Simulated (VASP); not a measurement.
A run of VASP 6.6.1:

Contents of INCAR:

```
SYSTEM = MgI2
PREC = Accurate
ENCUT = 520
EDIFF = 1E-7
ISMEAR = 0
SIGMA = 0.01
LREAL = .FALSE.
LASPH = .TRUE.
NELM = 100
ALGO = Normal
ISIF = 2
LWAVE = .FALSE.
LCHARG = .TRUE.
GGA = CA
LELF = .TRUE.
LVHAR = .TRUE.
NBANDS = 15
```

File KPOINTS:

```
regular mesh
0
G
  4 4 4
  0 0 0
```

File POSCAR:

```
MgI2
1.0
    2.0786779653      1.2001252828      6.8923459395
   -2.0786779653      1.2001252828      6.8923459395
    0.0000000000     -2.4002505656      6.8923459395
Mg I
1 2
Direct
    0.0000000000      0.0000000000      0.0000000000
    0.2526882635      0.2526882635      0.2526882635
    0.7473117365      0.7473117365      0.7473117365
```

Potentials or basis: VASP PAW LDA potentials, release 64 (Mg, I).

Run with:

```console
$ cat potpaw_LDA.64/Mg/POTCAR potpaw_LDA.64/I/POTCAR > POTCAR
$ mpirun -np 1 vasp_std > vasp.out
```

Hardware: 1 thread of Intel(R) Xeon(R) 6975P-C (Granite Rapids), on a shared host.

Question: How long does it take, and how much memory?

Answer: Run time: 27 s on 1 thread of Intel(R) Xeon(R) 6975P-C (Granite Rapids), on a shared host, peak memory 0.29 GiB. Counts: scf iterations 13, k points 13.
